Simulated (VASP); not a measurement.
# Zn (P6_3/mmc) in VASP: further runs, part 2 of 2

VASP 6.6.1. Earlier steps stand in the parts before.

**3. Relaxation of cell and atoms, LDA**

This run uses another cell than the first one, of 13.67 Å³/atom.

File INCAR:

```
SYSTEM = Zn
  PREC = Accurate
  ENCUT = 600
  EDIFF = 1E-6
  ISMEAR = -1
  SIGMA = 0.15
  LREAL = .False.
  LASPH = .True.
  NELM = 80
  ALGO = Fast
  ISIF = 3
  LWAVE = .False.
  LCHARG = .False.
  GGA = CA
  IBRION = 2
  NSW = 80
  EDIFFG = -0.001
```

File KPOINTS:

```
Automatic mesh
0
Gamma
  18 18 10
  0 0 0
```

File POSCAR:

```
Zn
1.0
    2.5514083635      0.0000000000      0.0000000000
   -1.2757041817      2.2095844582      0.0000000000
    0.0000000000      0.0000000000      4.8509824134
Zn
2
Direct
    0.3333333333      0.6666666667      0.2500000000
    0.6666666667      0.3333333333      0.7500000000
```

Potentials or basis: VASP PAW LDA potentials, release 64 (Zn).

Run with:

```sh
cat potpaw_LDA.64/Zn/POTCAR > POTCAR
mpirun -np 1 vasp_std > vasp.out
```

OUTCAR:

```text
SYSTEM = Zn
   PREC = Accurate
   ENCUT = 600
   EDIFF = 1E-6
   ISMEAR = -1
   LREAL = .False.
   LASPH = .True.
   NELM = 80
   ISIF = 3
   GGA = CA
   IBRION = 2
   NSW = 80
   EDIFFG = -0.001

 ion  position               nearest neighbor table
   1  0.333  0.667  0.250-   2 2.84   2 2.84   2 2.84   2 2.84   2 2.84   2 2.84
   2  0.667  0.333  0.750-   1 2.84   1 2.84   1 2.84   1 2.84   1 2.84   1 2.84

  LATTYP: Found a hexagonal cell.
 ALAT       =     2.5514083635
 C/A-ratio  =     1.9012959598

  Lattice vectors:

 A1 = (   2.5514083635,   0.0000000000,   0.0000000000)
 A2 = (  -1.2757041817,   2.2095844582,   0.0000000000)
 A3 = (   0.0000000000,   0.0000000000,   4.8509824134)

Analysis of symmetry for initial positions (statically):
[... 367 lines left out ...]

 E-fermi :   3.6304     XC(G=0): -12.4254

 val. band max:        3.5973423294   @ k =   0.3333   0.2778   0.5000
 cond. band min:       3.7067485861   @ k =   0.1667   0.0000   0.2000
 fundamental gap:      0.1094062567
 Fermi energy:         3.6304436579

 k-point     1 :       0.0000    0.0000    0.0000
  band No.  band energies     occupation
      1      -7.6005      2.00000
      2      -5.5842      2.00000
      3      -4.7218      2.00000
      4      -4.4162      2.00000
      5      -4.4162      2.00000
      6      -4.3611      2.00000
[... 433 lines left out ...]
      3      -4.9598      2.00000
      4      -4.4321      2.00000
      5      -4.2424      2.00000
      6      -4.2419      2.00000
[... 8 lines left out ...]
     15       9.5443      0.00000
     16      10.8424      0.00000

 [... further k-points ...]

------------------------ aborting loop because EDIFF is reached ----------------------------------------

  FORCE on cell =-STRESS in cart. coord.  units (eV):
  Direction    XX          YY          ZZ          XY          YZ          ZX
  --------------------------------------------------------------------------------------
  -------------------------------------------------------------------------------------
  Total        0.0018015      0.0018015     -0.0013488      0.0000000     -0.0000000      0.0000000
  in kB        0.1049330      0.1049330     -0.0785662      0.0000000     -0.0000000      0.0000000
  external PRESSURE =       0.0437666 kB  Pullay stress =       0.0000000 kB
[... 17 lines left out ...]
  FREE ENERGIE OF THE ION-ELECTRON SYSTEM (eV)
  ---------------------------------------------------
  free  energy   TOTEN  =        -3.7687910926 eV

  energy  without entropy=       -3.7438949126  energy(sigma->0) =       -3.75634300

 reached required accuracy - stopping structural energy minimisation
```

OSZICAR:

```text
N       E                     dE             d eps       ncg     rms          rms(c)
DAV:   1     0.101144662751E+03    0.10114E+03   -0.14045E+04  7312   0.269E+03
DAV:   2    -0.112956902858E+01   -0.10227E+03   -0.10064E+03  7256   0.322E+02
[... 224 lines left out ...]
DAV:   1    -0.376879106423E+01   -0.14999E-07   -0.31451E-08  3584   0.209E-03    0.307E-04
RMM:   2    -0.376879106271E+01    0.15257E-08   -0.15299E-10    73   0.988E-04
  42 F= -.37687911E+01 E0= -.37563434E+01  d E =-.283894E-07
       N       E                     dE             d eps       ncg     rms          rms(c)
DAV:   1    -0.376879109794E+01   -0.33708E-07   -0.11784E-07  3576   0.517E-03    0.708E-04
RMM:   2    -0.376879109256E+01    0.53765E-08   -0.48660E-08  3441   0.336E-03
  43 F= -.37687911E+01 E0= -.37563430E+01  d E =-.582463E-07
```

It took 21 min on 1 thread of Intel Xeon 8259CL, shared host; peak memory 0.23 GiB.

Results:

```yaml
Free_energy: -3.7688 eV
Relaxed_volume: 13.75 Å³/atom
Relaxed_cell: a = 2.559 Å, b = 2.559 Å, c = 4.851 Å, α = 90.00°, β = 90.00°, γ = 120.00°
Space_group_after_relaxing_to_0.1_Å: P6_3/mmc (No. 194)
Energy_gained_by_relaxing: 0.2 meV/atom
Ionic_steps: 43
Pressure_after_relaxing: 0.0 GPa
Band_gap_on_the_k_mesh: zero (bands 12 and 13 overlap by 5.03 eV)
```

The path:
| step | energy change (eV) | largest force (eV/Å) | pressure (GPa) | volume (Å³) |
| --- | --- | --- | --- | --- |
| 1 | 0.0000 | 0.0000 | 0.77 | 27.35 |
| 3 | -0.0004 | 0.0000 | -0.30 | 27.62 |
| 5 | -0.0005 | 0.0000 | 0.01 | 27.50 |
| 7 | -0.0005 | 0.0000 | 0.04 | 27.51 |
| 9 | -0.0004 | 0.0000 | -0.22 | 27.57 |
| 11 | -0.0005 | 0.0000 | -0.20 | 27.53 |
| 13 | -0.0005 | 0.0000 | 0.04 | 27.53 |
| 15 | -0.0005 | 0.0000 | -0.05 | 27.50 |
| 17 | -0.0005 | 0.0000 | 0.11 | 27.49 |
| 19 | -0.0005 | 0.0000 | 0.05 | 27.50 |
| 21 | -0.0005 | 0.0000 | 0.10 | 27.50 |
| 23 | -0.0005 | 0.0000 | 0.08 | 27.50 |
| 25 | -0.0005 | 0.0000 | 0.08 | 27.51 |
| 27 | -0.0005 | 0.0000 | 0.09 | 27.51 |
| 29 | -0.0005 | 0.0000 | 0.03 | 27.51 |
| 31 | -0.0005 | 0.0000 | 0.03 | 27.51 |
| 33 | -0.0005 | 0.0000 | 0.03 | 27.51 |
| 35 | -0.0005 | 0.0000 | 0.07 | 27.51 |
| 37 | -0.0005 | 0.0000 | 0.04 | 27.51 |
| 39 | -0.0005 | 0.0000 | 0.03 | 27.51 |
| 41 | -0.0005 | 0.0000 | 0.04 | 27.51 |
| 43 | -0.0005 | 0.0000 | 0.00 | 27.51 |

Final structure:
```yaml
crystal:
  lattice:
    - [2.55890, 0.00000, 0.00000]
    - [-1.27945, 2.21607, 0.00000]
    - [0.00000, 0.00000, 4.85062]
  atoms:
    - { symbol: Zn, position: [0.33333, 0.66667, 0.25000] }
    - { symbol: Zn, position: [0.66667, 0.33333, 0.75000] }
```

Levels at points of the mesh, in eV from the Fermi level:
| k point | band 10 | band 11 | band 12 | band 13 | band 14 | band 15 |
| --- | --- | --- | --- | --- | --- | --- |
| (0.00, 0.00, 0.00) | -7.33 | -7.33 | -4.22 | -3.25 | 13.74 | 17.79 |
| (0.50, 0.00, 0.00) | -7.08 | -3.07 | -2.13 | 2.71 | 3.66 | 4.55 |
| (0.00, 0.00, 0.50) | -7.42 | -7.42 | -7.42 | 4.50 | 4.50 | 20.49 |
| (0.50, 0.00, 0.50) | -7.09 | -2.13 | -2.13 | 0.41 | 0.41 | 10.47 |
